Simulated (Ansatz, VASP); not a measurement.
Al: VASP beside Ansatz

File POSCAR:

```
Al
1.0
   -1.6309991572      1.6309991572      1.6309991572
    1.6309991572     -1.6309991572      1.6309991572
    1.6309991572      1.6309991572     -1.6309991572
Al
1
Direct
    0.0000000000      0.0000000000      0.0000000000
```

INCAR.step1

```
SYSTEM = Al
PREC = Accurate
ENCUT = 520
ISMEAR = 0
SIGMA = 0.15
LREAL = .False.
LASPH = .True.
NELM = 80
NBANDS = 8
GGA = PE
ALGO = Normal
EDIFF = 1E-4
LWAVE = .True.
LCHARG = .False.
```

Contents of INCAR.step2:

```
SYSTEM = Al
PREC = Accurate
ENCUT = 520
EDIFF = 1E-6
ISMEAR = 0
SIGMA = 0.15
LREAL = .False.
LASPH = .True.
NELM = 80
ALGO = Normal
ISIF = 2
LWAVE = .False.
LCHARG = .True.
METAGGA = R2SCAN
LMIXTAU = .True.
LELF = .True.
LVHAR = .True.
NBANDS = 8
ISTART = 1
```

The input KPOINTS:

```
Automatic mesh
0
Gamma
  20 20 20
  0 0 0
```

Input for Ansatz:

```yaml
crystal:
  lattice:
    - [-1.6309991572, 1.6309991572, 1.6309991572]
    - [1.6309991572, -1.6309991572, 1.6309991572]
    - [1.6309991572, 1.6309991572, -1.6309991572]
  atoms:
    - { symbol: Al, position: [0.0, 0.0, 0.0] }
basis:
  ecutwfc: 500
kpoints:
  mp_grid: { grid: [20, 20, 20] }
hamiltonian:
  xc: r2scan
scf:
  occupations: { method: gaussian, width: 0.15 }
output:
  forces: true
  stress: true
  eigenvalues: true
```

Change from the starting cell: strain +0.025 along x and y, +0.025 along z, atoms carried along.

Alike in both runs: task single point; functional r2SCAN; k mesh 20 × 20 × 20; occupations gaussian, width 0.15 eV; no spin polarisation.

|  | VASP | Ansatz |
| --- | --- | --- |
| version | VASP 6.6.1 | Ansatz 0.2.0 |
| potentials or method | VASP PAW PBE potentials, release 64 (Al), cutoff 520 eV | scalar-relativistic, plane waves, PAW |
| valence electrons in the cell | 3 | 3 |

|  | VASP | Ansatz | Ansatz less VASP |
| --- | --- | --- | --- |
| gap on the k mesh at the Fermi level (eV) | none | none | - |
| pressure (GPa) | -5.1 | -4.9 | +0.26 |

VASP's potentials were made for PBE, not for r2SCAN. A gap of «none» marks a metal or a gap that the smearing closes. The functional is the same, so the differences come from potentials, cutoffs and numerics.
